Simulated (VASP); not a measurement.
Al2Cu: single point with PBE

Crystal: Al2Cu.

```xyz
12
Lattice="6.0676 0.0000 0.0000 0.0000 6.0676 0.0000 0.0000 0.0000 4.8341" Properties=species:S:1:pos:R:3 pbc="T T T"
Al    0.9629    2.0709    0.0000
Al    0.9629    3.9967    2.4170
Al    5.1047    2.0709    2.4170
Al    5.1047    3.9967    0.0000
Al    3.9967    5.1047    2.4170
Al    3.9967    0.9629    0.0000
Al    2.0709    5.1047    0.0000
Al    2.0709    0.9629    2.4170
Cu    0.0000    0.0000    3.6255
Cu    0.0000    0.0000    1.2085
Cu    3.0338    3.0338    1.2085
Cu    3.0338    3.0338    3.6255
```

This cell differs from its parent crystal: uniaxial strain along c: -1.0 %.

```json
{
 "Program": "VASP 6.6.1",
 "Task": "single point",
 "Functional": "PBE",
 "Potentials or basis": "VASP PAW PBE potentials, release 64 (Al, Cu)",
 "Cutoff": "520 eV",
 "k mesh": "6 × 6 × 8",
 "Occupations": "gaussian, width 0.1 eV",
 "Spin": "no spin polarisation",
 "Dipole correction": "no",
 "Further INCAR settings": "ALGO = Fast; EDIFF = 1e-06; NBANDS = 46"
}
```

```json
{
  "Pressure": "0.7 GPa",
  "Largest force": "0.066 eV/Å",
  "Band gap on the k mesh": "zero (bands 34 and 35 overlap by 1.87 eV)"
}
```

Forces in eV/Å, atoms in the order of the input:
```
Al  -0.047  0.047  0.000
Al  -0.047 -0.047  0.000
Al   0.047  0.047  0.000
Al   0.047 -0.047  0.000
Al  -0.047  0.047  0.000
Al  -0.047 -0.047  0.000
Al   0.047  0.047  0.000
Al   0.047 -0.047  0.000
Cu   0.000  0.000  0.000
Cu   0.000  0.000  0.000
Cu   0.000  0.000  0.000
Cu   0.000  0.000  0.000
```

Stress tensor (GPa, compression positive):
```
0.21 0.00 0.00
0.00 0.21 0.00
0.00 0.00 1.68
```

Levels at points of the mesh, in eV from the Fermi level:
```csv
k point,band 31,band 32,band 33,band 34,band 35,band 36,band 37,band 38
"(0.00, 0.00, 0.00)",-1.33,-1.22,-1.22,-0.90,-0.36,0.02,1.44,1.44
"(0.50, 0.00, 0.00)",-1.48,-1.48,-0.01,-0.01,0.40,0.40,1.50,1.50
"(0.50, 0.50, 0.00)",-1.37,-1.37,-1.00,-1.00,-0.67,-0.67,0.66,0.66
"(0.00, 0.00, 0.50)",-0.85,-0.85,-0.82,-0.82,-0.82,-0.82,0.08,0.08
"(0.50, 0.00, 0.50)",-2.66,-2.66,0.14,0.14,0.14,0.14,3.93,3.93
"(0.50, 0.50, 0.50)",0.31,0.31,0.69,0.69,0.69,0.69,1.76,1.76
```

Wall time 18 min on 1 thread of Intel Xeon 8259CL, on a shared host, peak memory 0.46 GiB.

Caveat: the cell differs from its parent crystal (uniaxial strain along c: -1.0 %).
